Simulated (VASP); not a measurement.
# Nb2Si2O in VASP: further runs, part 2 of 2

VASP 6.6.1. Earlier steps stand in the parts before.

## (4) Single point, PBE

This run uses another cell than the first one: it holds 10 atoms, not 5.

INCAR reads:

```
SYSTEM = Nb2Si2O
PREC = Accurate ; ENCUT = 520
EDIFF = 1E-7 ; ISMEAR = 0
SIGMA = 0.2 ; LREAL = .FALSE.
LASPH = .TRUE. ; NELM = 80
ALGO = Normal ; ISIF = 2
LWAVE = .FALSE. ; LCHARG = .FALSE.
GGA = PE ; NBANDS = 51
```

KPOINTS reads:

```
Automatic mesh
0
G
  6 6 2
  0 0 0
```

POSCAR reads:

```
Nb2Si2O
1.0
    3.3854539460     -0.0081595121     -0.0010457876
   -1.6980898377      3.1431175255     -0.0265144256
   -0.0026122877     -0.1159739584     13.4657765193
Nb Si O
4 4 2
Direct
    0.3234743798      0.6473674336      0.0791732903
    0.3234644798      0.6474205401      0.5791760589
    0.6765970109      0.3527283294      0.4208358596
    0.6766142914      0.3526783304      0.9208395713
    0.3416699266      0.6819334177      0.2929162383
    0.3416721712      0.6819292617      0.7929016624
    0.6583251939      0.3180410061      0.2070769115
    0.6583246758      0.3180529160      0.7070900659
    0.9998751233     -0.0000300850     -0.0000501912
    0.9999827472     -0.0001211499      0.5000405330
```

Launch:

```bash
> cat potpaw_PBE.64/Nb_sv/POTCAR potpaw_PBE.64/Si/POTCAR potpaw_PBE.64/O/POTCAR > POTCAR
> mpirun -np 1 vasp_std > vasp.out
```

Run time: 4.6 min. Hardware: 1 thread of AMD EPYC 9R45 (Zen 5), shared host; peak memory 0.37 GiB.

It converged, with:

| Item | Value |
| --- | --- |
| Free energy | -78.1412 eV |
| Pressure | -0.2 GPa |
| Largest force | 0.019 eV/Å |
| Band gap on the k mesh | zero (bands 40 and 41 overlap by 0.69 eV) |

Forces on the atoms (eV/Å):
```
Nb  -0.005  0.014  0.008
Nb  -0.004  0.012  0.008
Nb   0.004 -0.016 -0.009
Nb   0.004 -0.014 -0.009
Si   0.002  0.002 -0.003
Si   0.002  0.002 -0.001
Si  -0.002 -0.001  0.004
Si  -0.002 -0.001  0.003
O    0.001  0.000  0.001
O    0.000  0.003 -0.002
```

Stress tensor (GPa, compression positive):
```
-0.35  0.06  0.00
 0.06 -0.08  0.08
 0.00  0.08 -0.29
```

Levels at points of the mesh, in eV from the Fermi level:
| k point | band 38 | band 39 | band 40 | band 41 | band 42 | band 43 |
| --- | --- | --- | --- | --- | --- | --- |
| (0.00, 0.00, 0.00) | -1.06 | -0.77 | -0.64 | -0.35 | -0.34 | 0.22 |
| (0.50, 0.00, 0.00) | -0.60 | -0.56 | -0.37 | 0.54 | 0.62 | 1.08 |
| (0.00, 0.50, 0.00) | -0.51 | -0.46 | 0.02 | 0.54 | 0.63 | 1.17 |
| (0.50, 0.50, 0.00) | -0.59 | -0.54 | -0.34 | 0.52 | 0.63 | 1.12 |
| (0.00, 0.00, 0.50) | -1.07 | -1.03 | -1.03 | 0.30 | 0.30 | 0.45 |
| (0.50, 0.00, 0.50) | -0.63 | -0.40 | -0.40 | 0.37 | 0.37 | 1.01 |
| (0.00, 0.50, 0.50) | -0.70 | -0.31 | -0.31 | 0.76 | 0.76 | 0.98 |
| (0.50, 0.50, 0.50) | -0.64 | -0.38 | -0.38 | 0.39 | 0.39 | 1.02 |

## (5) Relaxation of cell and atoms, PBE

INCAR reads:

```
SYSTEM = Nb2Si2O
PREC = Accurate ; ENCUT = 600
EDIFF = 1E-7 ; ISMEAR = 0
SIGMA = 0.1 ; LREAL = .FALSE.
LASPH = .TRUE. ; NELM = 100
ALGO = Normal ; ISIF = 3
LWAVE = .FALSE. ; LCHARG = .FALSE.
GGA = PE ; IBRION = 2
NSW = 100 ; EDIFFG = -0.01
```

KPOINTS reads:

```
Automatic mesh
0
G
  12 12 6
  0 0 0
```

POSCAR reads:

```
Nb2Si2O
1.0
    3.1391587878     -1.6927319702      0.0000000000
    3.1391587878      1.6927319702      0.0000000000
   -0.1159723314      0.0000000000      6.7321392537
Nb Si O
2 2 1
Direct
    0.6762651979      0.6762651979      0.8416409927
    0.3237348021      0.3237348021      0.1583590073
    0.6589965214      0.6589965214      0.4141724412
    0.3410034786      0.3410034786      0.5858275588
    0.0000000000      0.0000000000      0.0000000000
```

Launch:

```bash
> cat potpaw_PBE.64/Nb_sv/POTCAR potpaw_PBE.64/Si/POTCAR potpaw_PBE.64/O/POTCAR > POTCAR
> mpirun -np 1 vasp_std > vasp.out
```

It took 60 min on 1 thread of Intel Xeon Platinum 8488C (Sapphire Rapids), shared host; peak memory 0.61 GiB.

The run converged. Its results:

```
Free energy                           : -39.0168 eV
Relaxed volume                        : 14.32 Å³/atom
Relaxed cell                          : a = 3.618 Å, b = 3.618 Å, c = 6.745 Å, α = 91.57°, β = 91.57°, γ = 54.23°
Space group after relaxing (to 0.1 Å) : C2/m (No. 12)
Energy gained by relaxing             : 3.4 meV/atom
Ionic steps                           : 13
Pressure after relaxing               : 0.0 GPa
Largest force after relaxing          : 0.009 eV/Å
Band gap on the k mesh                : zero (bands 20 and 21 overlap by 0.72 eV)
```

Forces in eV/Å, atoms in the order of the input:
```
Nb   0.003  0.000  0.006
Nb  -0.003  0.000 -0.006
Si   0.008  0.000 -0.002
Si  -0.008  0.000  0.002
O    0.000  0.000  0.000
```

Stress tensor (GPa, compression positive):
```
 0.09  0.00 -0.01
 0.00 -0.08  0.00
-0.01  0.00 -0.04
```

The path:
```tsv
step	energy change (eV)	largest force (eV/Å)	pressure (GPa)	volume (Å³)
1	0.0000	0.1002	-0.17	71.55
2	-0.0039	0.0876	0.32	71.39
3	-0.0055	0.1878	0.91	71.20
4	-0.0075	0.1801	0.60	71.35
5	-0.0101	0.1522	-0.31	71.79
6	-0.0116	0.1025	-0.23	71.75
7	-0.0135	0.1224	-0.01	71.65
8	-0.0149	0.0907	0.04	71.61
9	-0.0165	0.0429	0.19	71.52
10	-0.0165	0.0478	0.20	71.52
11	-0.0167	0.0253	-0.20	71.68
12	-0.0167	0.0242	-0.16	71.67
13	-0.0169	0.0085	-0.01	71.61
```

Final structure:
```
Nb Si O
1.0
     3.22058   -1.64903   -0.02078
     3.22058    1.64903   -0.02078
    -0.16357    0.00000    6.74288
Nb Si O
2 2 1
Direct
  0.68125 0.68125 0.84347
  0.31875 0.31875 0.15653
  0.65393 0.65393 0.41440
  0.34607 0.34607 0.58561
  0.00000 0.00000 0.00000
```

Levels at points of the mesh, in eV from the Fermi level:
```
           k point  band 18  band 19  band 20  band 21  band 22  band 23
(0.00, 0.00, 0.00)    -1.60    -1.35    -0.70    -0.01     0.79     1.19
(0.50, 0.00, 0.00)    -3.21    -0.89    -0.47     0.56     0.95     1.53
(0.50, 0.50, 0.00)    -2.06    -1.19     0.21     0.58     1.10     1.39
(0.00, 0.00, 0.50)    -1.34    -0.73    -0.28    -0.26    -0.13     0.20
(0.50, 0.00, 0.50)    -3.02    -0.80    -0.62     0.54     1.06     1.65
(0.50, 0.50, 0.50)    -1.97    -0.53    -0.52     0.59     1.29     1.32
```

## (6) Overview

```csv
task,spin,cell,k mesh,cutoff (eV),smearing,gap on the mesh (eV),pressure (GPa),largest force (eV/Å)
single point,off,"a = 3.566, b = 3.566, c = 6.733 Å, angles 90.9, 90.9, 56.7°, 5 atoms, atomic positions A",6 × 6 × 4,520,gaussian 0.1 eV,none,-0.3,0.02
single point,"collinear, zero start","a = 3.566, b = 3.566, c = 6.733 Å, angles 90.9, 90.9, 56.7°, 5 atoms, atomic positions A",6 × 6 × 4,520,gaussian 0.1 eV,none,-0.3,0.02
single point,off,"a = 3.385, b = 3.573, c = 13.466 Å, angles 90.9, 90.0, 118.5°, 10 atoms, atomic positions B",6 × 6 × 2,520,gaussian 0.2 eV,none,-0.2,0.02
relaxation of cell and atoms,off,"relaxed from a = 3.566, b = 3.566, c = 6.733 Å, angles 90.9, 90.9, 56.7°, 5 atoms, atomic positions A",12 × 12 × 6,600,gaussian 0.1 eV,none,0.0,0.01
```

Alike in all rows: level PBE; potentials or basis VASP PAW PBE potentials, release 64 (Nb_sv, Si, O).

Absolute energies hang on the potentials; compare differences alone.
